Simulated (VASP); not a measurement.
# Zn2SbO3 (P6/mmm) in VASP: relaxation of cell and atoms with PBE

Aim: the relaxation of cell and atoms of Zn2SbO3 with PBE.

Program: VASP 6.6.1. These are calculated values, not measurements. Logs are shortened: lines on timing, memory, paths and dates and some standing lists are left out, and cuts for length are marked.

### 1 The cell of the first run

It takes space group P6/mmm (No. 191, hexagonal). The conventional cell has a = 5.467 Å, b = 5.467 Å, c = 3.205 Å, α = 90.00°, β = 90.00°, γ = 120.00°. Zn (site symmetry -6m2) has 6 O at 2.25 Å within 3.0 Å. Sb (site symmetry 6/mmm) has 6 Zn at 3.16 Å and 12 O at 3.17 Å and 2 Sb at 3.21 Å within 4.2 Å. O (site symmetry mmm) has 4 Zn at 2.25 Å and 4 O at 2.73 Å within 3.0 Å.

The cell was generated, and may not be a known phase.

### 2 Relaxation of cell and atoms, PBE

INCAR

```
SYSTEM = Zn2SbO3
ALGO     = Normal         ! electronic algorithm
EDIFF    = 1E-6           ! SCF threshold, eV
EDIFFG   = -0.04          ! ionic threshold
ENCUT    = 600            ! plane-wave cutoff, eV
GGA      = PE             ! functional
IBRION   = 2              ! ionic algorithm
ISIF     = 3              ! what is computed and relaxed
ISMEAR   = 0              ! smearing method
LASPH    = .TRUE.         ! aspherical terms in the spheres
LCHARG   = .FALSE.        ! write CHGCAR
LREAL    = .FALSE.        ! projectors in reciprocal space
LWAVE    = .FALSE.        ! write WAVECAR
NELM     = 80             ! most SCF steps
NSW      = 90             ! ionic steps
PREC     = Accurate       ! precision mode
SIGMA    = 0.1            ! smearing width, eV
```

KPOINTS

```
k-points
0
G
  6 6 6
  0 0 0
```

POSCAR

```
Zn2SbO3
1.0
    5.4672410000      0.0000000000      0.0000000000
   -2.7336205000      4.7347696000      0.0000000000
    0.0000000000      0.0000000000      3.2051802500
Zn Sb O
2 1 3
Direct
    0.6666666700      0.3333333300      0.5000000000
    0.3333333300      0.6666666700      0.5000000000
    0.0000000000      0.0000000000      0.5000000000
    0.0000000000      0.5000000000      0.0000000000
    0.5000000000      0.5000000000      0.0000000000
    0.5000000000      0.0000000000      0.0000000000
```

Potentials or basis: VASP PAW PBE potentials, release 64 (Zn, Sb, O).

Run with:

```sh
> cat potpaw_PBE.64/Zn/POTCAR potpaw_PBE.64/Sb/POTCAR potpaw_PBE.64/O/POTCAR > POTCAR
> mpirun -np 1 vasp_std > vasp.out
```

OUTCAR:

```text
SYSTEM = Zn2SbO3
   EDIFF = 1E-6
   EDIFFG = -0.04
   ENCUT = 600
   GGA = PE
   IBRION = 2
   ISIF = 3
   ISMEAR = 0
   LASPH = .TRUE.
   LREAL = .FALSE.
   NELM = 80
   NSW = 90
   PREC = Accurate

 ion  position               nearest neighbor table
   1  0.667  0.333  0.500-   4 2.25   4 2.25   6 2.25   6 2.25   5 2.25   5 2.25   3 3.16   3 3.16
                             3 3.16
   2  0.333  0.667  0.500-   4 2.25   4 2.25   6 2.25   6 2.25   5 2.25   5 2.25   3 3.16   3 3.16
                             3 3.16
   3  0.000  0.000  0.500-   1 3.16   2 3.16   1 3.16   2 3.16   1 3.16   2 3.16
   4  0.000  0.500  0.000-   1 2.25   2 2.25   1 2.25   2 2.25
   5  0.500  0.500  0.000-   1 2.25   2 2.25   1 2.25   2 2.25
   6  0.500  0.000  0.000-   1 2.25   2 2.25   1 2.25   2 2.25

  LATTYP: Found a hexagonal cell.
 ALAT       =     5.4672410000
 C/A-ratio  =     0.5862518682

  Lattice vectors:

 A1 = (   5.4672410000,   0.0000000000,   0.0000000000)
 A2 = (  -2.7336205000,   4.7347696000,   0.0000000000)
 A3 = (   0.0000000000,   0.0000000000,   3.2051802500)

Analysis of symmetry for initial positions (statically):
=====================================================================
 Subroutine PRICEL returns:
 Original cell was already a primitive cell.

 Routine SETGRP: Setting up the symmetry group for a
 hexagonal supercell.

 Subroutine GETGRP returns: Found 24 space group operations
 (whereof 24 operations were pure point group operations)
 out of a pool of 24 trial point group operations.

The static configuration has the point symmetry D_6h.

Analysis of symmetry for dynamics (positions and initial velocities):
=====================================================================
 Subroutine PRICEL returns:
 Original cell was already a primitive cell.

 Routine SETGRP: Setting up the symmetry group for a
 hexagonal supercell.

 Subroutine GETGRP returns: Found 24 space group operations
 (whereof 24 operations were pure point group operations)
 out of a pool of 24 trial point group operations.

The dynamic configuration has the point symmetry D_6h.

 Subroutine INISYM returns: Found 24 space group operations
 (whereof 24 operations are pure point group operations),
 and found     1 'primitive' translations

----------------------------------------------------------------------------------------

                                     Primitive cell

  volume of cell :      82.9697

  direct lattice vectors                    reciprocal lattice vectors
     5.467241000  0.000000000  0.000000000     0.182907613  0.105601759  0.000000000
    -2.733620500  4.734769600  0.000000000     0.000000000  0.211203519  0.000000000
     0.000000000  0.000000000  3.205180250     0.000000000  0.000000000  0.311994934

  length of vectors
     5.467241000  5.467241005  3.205180250     0.211203519  0.211203519  0.311994934

  position of ions in fractional coordinates (direct lattice)
     0.666666670  0.333333330  0.500000000
     0.333333330  0.666666670  0.500000000
     0.000000000  0.000000000  0.500000000
     0.000000000  0.500000000  0.000000000
     0.500000000  0.500000000  0.000000000
     0.500000000  0.000000000  0.000000000

  ion indices of the primitive-cell ions
   primitive index   ion index
                 1           1
                 2           2
                 3           3
                 4           4
                 5           5
                 6           6

----------------------------------------------------------------------------------------

 KPOINTS: k-points

Automatic generation of k-mesh.
 Grid dimensions read from file:
 generate k-points for:    6    6    6

 Generating k-lattice:

  Cartesian coordinates                     Fractional coordinates (reciprocal lattice)
     0.030484602  0.017600293  0.000000000     0.166666667  0.000000000  0.000000000
     0.000000000  0.035200586  0.000000000     0.000000000  0.166666667  0.000000000
     0.000000000  0.000000000  0.051999156     0.000000000  0.000000000  0.166666667

  Length of vectors
     0.035200586  0.035200586  0.051999156

  Shift w.r.t. Gamma in fractional coordinates (k-lattice)
     0.000000000  0.000000000  0.000000000

 Subroutine IBZKPT returns following result:
 ===========================================

 Found     28 irreducible k-points:

 Following reciprocal coordinates:
            Coordinates               Weight
  0.000000  0.000000  0.000000      1.000000
  0.166667  0.000000  0.000000      6.000000
  0.333333  0.000000  0.000000      6.000000
  0.500000  0.000000  0.000000      3.000000
  0.166667  0.166667  0.000000      6.000000
  0.333333  0.166667  0.000000     12.000000
[... 16 lines left out ...]
  0.166667  0.000000  0.500000      6.000000
  0.333333  0.000000  0.500000      6.000000
 [... further k-points ...]
   k-points           NKPTS =     28   k-points in BZ     NKDIM =     28   number of bands    NBANDS=     28
   number of dos      NEDOS =    301   number of ions     NIONS =      6
   total plane-waves  NPLWV =  64512
   dimension x,y,z NGX =    48 NGY =   48 NGZ =   28
   dimension x,y,z NGXF=    96 NGYF=   96 NGZF=   56
   ions per type =               2   1   3
   NGX,Y,Z   is equivalent  to a cutoff of  14.60, 14.60, 14.52 a.u.
   NGXF,Y,Z  is equivalent  to a cutoff of  29.19, 29.19, 29.05 a.u.
 SYSTEM =  Zn2SbO3
   PREC   = accura    normal or accurate (medium, high low for compatibility)
   ISTART =      0    job   : 0-new  1-cont  2-samecut
   ICHARG =      2    charge: 1-file 2-atom 10-const
   ISPIN  =      1    spin polarized calculation?
   LNONCOLLINEAR =      F non collinear calculations
   LSORBIT =      F    spin-orbit coupling
   LASPH  =      T    aspherical Exc in radial PAW
   ENCUT  =  600.0 eV  44.10 Ry    6.64 a.u.  10.92 10.92  6.40*2*pi/ulx,y,z
   NELM   =     80;   NELMIN=  2; NELMDL= -5     # of ELM steps
   EDIFF  = 0.1E-05   stopping-criterion for ELM
   LREAL  =      F    real-space projection
   EDIFFG = -.4E-01   stopping-criterion for IOM
   NSW    =     90    number of steps for IOM
   IBRION =      2    ionic relax: 0-MD 1-quasi-New 2-CG
   NFREE  =      1    steps in history (QN), initial steepest desc. (CG)
   ISIF   =      3    stress and relaxation
   ISYM   =      2    0-nonsym 1-usesym 2-fastsym
   POTIM  = 0.5000    time-step for ionic-motion
   TEBEG  =    0.0;   TEEND  =   0.0 temperature during run
   PSTRESS=    0.0 pullay stress
   NELECT =      47.0000    total number of electrons
   NUPDOWN=      -1.0000    fix difference up-down
   EMIN   =  10.00;   EMAX   =-10.00  energy-range for DOS
   EFERMI =   0.00;   METHOD = LEGACY
   ISMEAR =     0;   SIGMA  =   0.10  broadening in eV -4-tet -1-fermi 0-gaus
   EFERMI_NEDOS =   21; number of points for ismear=-14 and -15
   IALGO  =     38    algorithm
   IMIX   =      4    mixing-type and parameters
     AMIX     =   0.40;   BMIX     =  1.00
     AMIX_MAG =   1.60;   BMIX_MAG =  1.00
  volume/ion in A,a.u.               =      13.83        93.32
  Fermi-wavevector in a.u.,A,eV,Ry     =   1.354568  2.559763 24.964726  1.834856
  Thomas-Fermi vector in A             =   2.481729
   LORBIT       =      0    0 simple, 1 ext, 2 COOP (PROOUT), +10 PAW based schemes
   GGA     = PE    functional components
   LHFCALC =     F    Hartree Fock is set to
   AEXX    =    0.0000 exact exchange contribution
   IVDW    =     0    specifies the selected vdW correction
   LEPSILON=     F    determine dielectric tensor
   LRPA    =     F    only Hartree local field effects (RPA)
 conjugate gradient relaxation of ions
 non-spin polarized calculation
 Gauss-broadening in eV      SIGMA  =   0.10
  energy-cutoff  :      600.00
  volume of cell :       82.97
 maximum number of plane-waves:      2788
 NGX is ok and might be reduce to    48
   NGX = 21   NGY = 21   NGZ = 13

--------------------------------------- Ionic step        1  -------------------------------------------

 number of electron      47.0000006 magnetization

 Free energy of the ion-electron system (eV)
  ---------------------------------------------------
  ext. energy  EPLUGINS =         0.00000000
  ---------------------------------------------------
  free energy    TOTEN  =       -23.36621841 eV

  energy without entropy =      -23.34703222  energy(sigma->0) =      -23.35662531

 E-fermi :   3.8145     XC(G=0): -10.9442

 val. band max:        3.8089734266   @ k =   0.3333   0.0000   0.5000
 cond. band min:       3.8223118493   @ k =   0.3333   0.1667   0.3333
 fundamental gap:      0.0133384227
 Fermi energy:         3.8145380735

 k-point     1 :       0.0000    0.0000    0.0000
  band No.  band energies     occupation
      1     -13.8705      2.00000
      2     -12.6368      2.00000
      3     -12.6368      2.00000
      4      -6.0093      2.00000
      5      -2.9179      2.00000
      6      -2.3842      2.00000
[... 733 lines left out ...]
     27       7.1214      0.00000
     28      10.1132      0.00000

 [... further k-points ...]

------------------------ aborting loop because EDIFF is reached ----------------------------------------

  FORCE on cell =-STRESS in cart. coord.  units (eV):
  Direction    XX          YY          ZZ          XY          YZ          ZX
  --------------------------------------------------------------------------------------
  -------------------------------------------------------------------------------------
  Total       -0.0435017     -0.0435017    -18.3084249      0.0000000      0.0000000      0.0000000
  in kB       -0.8400354     -0.8400354   -353.5428343      0.0000000      0.0000000      0.0000000
  external PRESSURE =    -118.4076350 kB  Pullay stress =       0.0000000 kB
[... 265 lines left out ...]
  energy  without entropy=      -24.6135426847  energy(sigma->0) =      -24.61982285

--------------------------------------- Ionic step        8  -------------------------------------------

 number of electron      47.0000003 magnetization

 Free energy of the ion-electron system (eV)
  ---------------------------------------------------
  ext. energy  EPLUGINS =         0.00000000
  ---------------------------------------------------
  free energy    TOTEN  =       -24.62625746 eV

  energy without entropy =      -24.61366266  energy(sigma->0) =      -24.61996006

 E-fermi :   4.5365     XC(G=0): -11.3944

 val. band max:        4.5122366961   @ k =   0.3333   0.3333   0.5000
 cond. band min:       4.5369507373   @ k =   0.3333   0.1667   0.5000
 fundamental gap:      0.0247140412
 Fermi energy:         4.5365468913

 k-point     1 :       0.0000    0.0000    0.0000
  band No.  band energies     occupation
      1     -13.6634      2.00000
      2     -12.3844      2.00000
      3     -12.3844      2.00000
      4      -5.8515      2.00000
      5      -2.8758      2.00000
      6      -1.6208      2.00000
[... 733 lines left out ...]
     27       8.9170      0.00000
     28      12.0673      0.00000

 [... further k-points ...]

------------------------ aborting loop because EDIFF is reached ----------------------------------------

  FORCE on cell =-STRESS in cart. coord.  units (eV):
  Direction    XX          YY          ZZ          XY          YZ          ZX
  --------------------------------------------------------------------------------------
  -------------------------------------------------------------------------------------
  Total       -0.0238371     -0.0238371      0.2172583      0.0000000      0.0000000      0.0000000
  in kB       -0.5079102     -0.5079102      4.6292498      0.0000000      0.0000000      0.0000000
  external PRESSURE =       1.2044765 kB  Pullay stress =       0.0000000 kB
[... 21 lines left out ...]
  FREE ENERGIE OF THE ION-ELECTRON SYSTEM (eV)
  ---------------------------------------------------
  free  energy   TOTEN  =       -24.6262574596 eV

  energy  without entropy=      -24.6136626569  energy(sigma->0) =      -24.61996006

 reached required accuracy - stopping structural energy minimisation
```

Wall time 4.4 min (1 thread of AMD EPYC 9R45 (Zen 5), shared host); peak memory 0.26 GiB.

Results:

```yaml
Free_energy: -24.6263 eV
Relaxed_volume: 12.53 Å³/atom
Relaxed_cell: a = 5.538 Å, b = 5.538 Å, c = 2.831 Å, α = 90.00°, β = 90.00°, γ = 120.00°
Space_group_after_relaxing_to_0.1_Å: P6/mmm (No. 191)
Energy_gained_by_relaxing: 210.0 meV/atom
Ionic_steps: 8
Pressure_after_relaxing: 0.1 GPa
Band_gap_on_the_k_mesh: zero (an odd number of electrons rules out a gap without spin polarisation)
```

Step by step:
| step | energy change (eV) | largest force (eV/Å) | pressure (GPa) | volume (Å³) |
| --- | --- | --- | --- | --- |
| 1 | 0.0000 | 0.0000 | -11.84 | 82.97 |
| 2 | -1.0768 | 0.0000 | 10.47 | 70.71 |
| 3 | -1.2372 | 0.0000 | 2.68 | 73.45 |
| 4 | -1.2368 | 0.0000 | 2.29 | 73.64 |
| 5 | -1.2599 | 0.0000 | -0.39 | 75.45 |
| 6 | -1.2599 | 0.0000 | -0.26 | 75.37 |
| 7 | -1.2599 | 0.0000 | -0.35 | 75.41 |
| 8 | -1.2600 | 0.0000 | 0.12 | 75.19 |

Final structure:
```
Zn Sb O
1.0
     5.53830    0.00000    0.00000
    -2.76915    4.79631    0.00000
     0.00000    0.00000    2.83069
Zn Sb O
2 1 3
Direct
  0.66667 0.33333 0.50000
  0.33333 0.66667 0.50000
  0.00000 0.00000 0.50000
  0.00000 0.50000 0.00000
  0.50000 0.50000 0.00000
  0.50000 0.00000 0.00000
```

Levels at points of the mesh, in eV from the Fermi level:
```tsv
k point	band 20	band 21	band 22	band 23	band 24	band 25	band 26	band 27
(0.00, 0.00, 0.00)	-1.01	-1.01	-0.18	-0.18	1.79	1.79	2.35	5.79
(0.50, 0.00, 0.00)	-1.23	-1.17	-0.84	-0.71	-0.18	1.23	5.36	5.36
(0.00, 0.00, 0.50)	-2.19	-2.19	-0.60	0.05	0.05	0.53	0.53	3.42
(0.50, 0.00, 0.50)	-1.77	-1.66	-1.17	-0.79	0.03	1.53	2.26	4.77
```

Caveat: spin-orbit coupling is left out, which moves the levels of the heavy elements; an odd number of electrons without spin polarisation forces a metal; a magnetic or distorted state may lie lower.

The gap in the log of VASP goes by the Fermi energy; the results here count the filled bands.